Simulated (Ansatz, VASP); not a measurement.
## One calculation of Al4BSbP2, two programs

```
Al B Sb P
1.0
     0.00176    0.00291   -6.61043
    -0.00162   -6.95116    0.00306
    -7.26539   -0.00180    0.00203
Al B Sb P
8 2 2 4
Direct
  0.14112 0.34832 0.20038
  0.07517 0.87047 0.99993
  0.67514 0.20045 0.00013
  0.14121 0.34814 0.79950
  0.64131 0.65200 0.29974
  0.57501 0.12946 0.49991
  0.17503 0.79982 0.50010
  0.64096 0.65188 0.70040
  0.99299 0.16555 0.99999
  0.49290 0.83430 0.49991
  0.48655 0.85360 0.00007
  0.98641 0.14625 0.50000
  0.49910 0.34102 0.25078
  0.49903 0.34076 0.74911
  0.99911 0.65905 0.24919
  0.99896 0.65893 0.75083
```

Change from the starting cell: cell x1, atoms moved at random (sigma 0.05 Å) and cell strained at random (1.5 %), then relaxed without symmetry.

Alike in both runs: functional PBE; k mesh 4 × 4 × 4; occupations gaussian, width 0.2 eV; no spin polarisation.

Ansatz relaxed the structure, and its values are those at the end. VASP's run is a single point on that final structure, the one shown.

```csv
,VASP,Ansatz
version,VASP 6.6.1,Ansatz 0.2.0
potentials or method,"VASP PAW PBE potentials, release 64 (Al, B, Sb, P), cutoff 520 eV","scalar-relativistic, plane waves, PAW"
valence electrons in the cell,60,80
```

Ansatz gave:

* gap on the k mesh at the Fermi level (eV): none
* pressure (GPa): 0.0
* rms of the force components (eV/Å): 0.005

Task: Estimate VASP's values.

Result: gap on the k mesh at the Fermi level (eV): none; pressure (GPa): 0.0; rms of the force components (eV/Å): 0.010.

A gap of «none» marks a metal or a gap that the smearing closes. VASP's potentials hold 60 valence electrons a cell and Ansatz's 80, so a difference there can come from the potentials and not from the codes.

Neither program's run includes spin-orbit coupling.
